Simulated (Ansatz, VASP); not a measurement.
# TiTe in VASP and in Ansatz

```xyz
2
Lattice="3.6311 0.0000 0.0000 0.0000 3.6311 0.0000 0.0000 0.0000 3.6311" Properties=species:S:1:pos:R:3 pbc="T T T"
Ti    0.0000    0.0000    0.0000
Te    1.8155    1.8155    1.8155
```

Alike in both runs: task single point; functional LDA; k mesh 5 × 5 × 5; occupations gaussian, width 0.05 eV; collinear spin; Hubbard terms Ti d U = 3.0 eV.

|  | VASP | Ansatz |
| --- | --- | --- |
| version | VASP 6.6.1 | Ansatz 0.2.0 |
| potentials or method | VASP PAW LDA potentials, release 64 (Ti_sv, Te), cutoff 500 eV | scalar-relativistic, plane waves, PAW |
| valence electrons in the cell | 18 | 28 |

```tsv
	VASP	Ansatz	Ansatz less VASP
pressure (GPa)	-14.1	-2.9	+11.22
net moment per atom (μB)	0.06	1.00	+0.944
size of the moment on the site where the two differ most (μB)	0.10	1.77	+1.664
```

The net moments are unlike, so the other rows may belong to different states. LDA's correlation is that of Perdew and Zunger in VASP and of Perdew and Wang (1992) in Ansatz. Site moments also hang on the region over which each program counts them. The programs project onto different local orbitals, so the same U acts differently, and such runs can settle in different states. VASP's potentials hold 18 valence electrons a cell and Ansatz's 28, so a difference there can come from the potentials and not from the codes.

Neither program's run includes spin-orbit coupling.
